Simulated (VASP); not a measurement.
Set up this calculation in VASP 6.6.1, as the native input.

```yaml
Task: single point
Functional: PBE
Potentials_or_basis: VASP PAW PBE potentials, release 64 (Ti_sv)
Cutoff: 500 eV
k_mesh: 12 × 12 × 14
Occupations: gaussian, width 0.15 eV
Spin: no spin polarisation
Dipole_correction: no
Further_INCAR_settings: ALGO = Normal; EDIFF = 1e-06; NBANDS = 25
```

The structure of Ti lies in POSCAR:

```
Ti
1.0
    4.5410922605      0.0000000000      0.0000000000
   -2.2705461302      3.9327012585      0.0000000000
    0.0000000000      0.0000000000      2.8082579439
Ti
3
Direct
    0.0000000000      0.0000000000      0.0000000000
    0.3333333333      0.6666666667      0.5000000000
    0.6666666667      0.3333333333      0.5000000000
```

This isn't the form of Ti at room conditions, which is hcp.

This cell differs from its parent crystal: the cell strained.

These files were run (other wordings do the same):

INCAR

```
ALGO     = Normal         # electronic algorithm
EDIFF    = 1E-6           # SCF threshold, eV
ENCUT    = 500            # plane-wave cutoff, eV
GGA      = PE             # functional
GGA_COMPAT= False        
ISIF     = 2              # what is computed and relaxed
ISMEAR   = 0              # smearing method
LASPH    = True           # aspherical terms in the spheres
LCHARG   = False          # write CHGCAR
LREAL    = False          # projectors in reciprocal space
LWAVE    = False          # write WAVECAR
NBANDS   = 25             # bands
NELM     = 120            # most SCF steps
PREC     = Accurate       # precision mode
SIGMA    = 0.15           # smearing width, eV
```

KPOINTS

```
k-points
0
Gamma
  12 12 14
```

Potentials or basis: VASP PAW PBE potentials, release 64 (Ti_sv).

Command:

```bash
$ cat potpaw_PBE.64/Ti_sv/POTCAR > POTCAR
$ mpirun -np 1 vasp_std > vasp.out
```

It gave:

- Pressure: 2.7 GPa
- Band gap on the k mesh: zero (bands 18 and 19 overlap by 0.30 eV)

Caveat: the cell differs from its parent crystal (the cell strained).

Run time: 60 s on 1 thread of Intel(R) Xeon(R) 6975P-C (Granite Rapids) (shared host), peak memory 0.26 GiB.
